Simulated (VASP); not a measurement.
A run of VASP 6.6.1 is set up as follows.

Contents of POSCAR:

```
Ga
1.0
    2.0250129743      1.1691417858      1.3373318123
   -2.0250129743      1.1691417858      1.3373318123
    0.0000000000     -2.3382835717      1.3373318123
Ga
1
Direct
    0.5000000000      0.5000000000      0.5000000000
```

File INCAR.step1:

```
SYSTEM = Ga
PREC = Accurate ; ENCUT = 520
ISMEAR = 0 ; SIGMA = 0.1
LREAL = .False. ; LASPH = .True.
NELM = 60 ; NBANDS = 12
GGA = PE ; ALGO = Normal
EDIFF = 1E-4 ; LWAVE = .True.
LCHARG = .False.
```

File INCAR.step2:

```
SYSTEM = Ga
PREC = Accurate ; ENCUT = 520
EDIFF = 1E-7 ; ISMEAR = 0
SIGMA = 0.1 ; LREAL = .False.
LASPH = .True. ; NELM = 60
ALGO = Normal ; ISIF = 2
LWAVE = .False. ; LCHARG = .False.
METAGGA = R2SCAN ; LMIXTAU = .True.
NBANDS = 12 ; ISTART = 1
```

The input KPOINTS:

```
regular mesh
0
Gamma
  21 21 21
  0 0 0
```

Potentials or basis: VASP PAW PBE potentials, release 64 (Ga_d).

The run is started by

```sh
$ cat potpaw_PBE.64/Ga_d/POTCAR > POTCAR
$ cp INCAR.step1 INCAR
$ mpirun -np 1 vasp_std > vasp.out
$ cp INCAR.step2 INCAR
$ mpirun -np 1 vasp_std > vasp.out
```

Problem. Predict the pressure.

Solution. 0.0 GPa.

Problem. Estimate the band gap on the k mesh.

Solution. Zero (an odd number of electrons rules out a gap without spin polarisation).

Stress tensor (GPa, compression positive):
```
 0.07  0.00  0.00
 0.00  0.07  0.00
 0.00  0.00 -0.04
```

Caveat: the PAW data sets were made with another functional, which shifts forces and pressure a little.
